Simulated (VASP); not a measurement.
Input of a VASP 6.6.1 run:

The input INCAR:

```
SYSTEM = Zr
ALGO = Normal
EDIFF = 1E-6
ENCUT = 520
GGA = PE
ISIF = 2
ISMEAR = 0
LASPH = .True.
LCHARG = .True.
LELF = .True.
LREAL = .False.
LVHAR = .True.
LWAVE = .False.
NBANDS = 12
NELM = 80
PREC = Accurate
SIGMA = 0.1
```

File KPOINTS:

```
k-points
0
Gamma
  16 16 16
  0 0 0
```

The input POSCAR:

```
Zr
1.0
    0.0000000000      2.2635496246      2.2635496246
    2.2635496246      0.0000000000      2.2635496246
    2.2635496246      2.2635496246      0.0000000000
Zr
1
Direct
    0.0000000000      0.0000000000      0.0000000000
```

Potentials or basis: VASP PAW PBE potentials, release 64 (Zr_sv).

Command:

```console
$ cat potpaw_PBE.64/Zr_sv/POTCAR > POTCAR
$ mpirun -np 1 vasp_std > vasp.out
```

**Question.** Estimate the pressure.

**Answer.** 0.0 GPa.

**Question.** What does it give for the band gap on the k mesh?

**Answer.** Zero (bands 6 and 7 overlap by 1.37 eV).
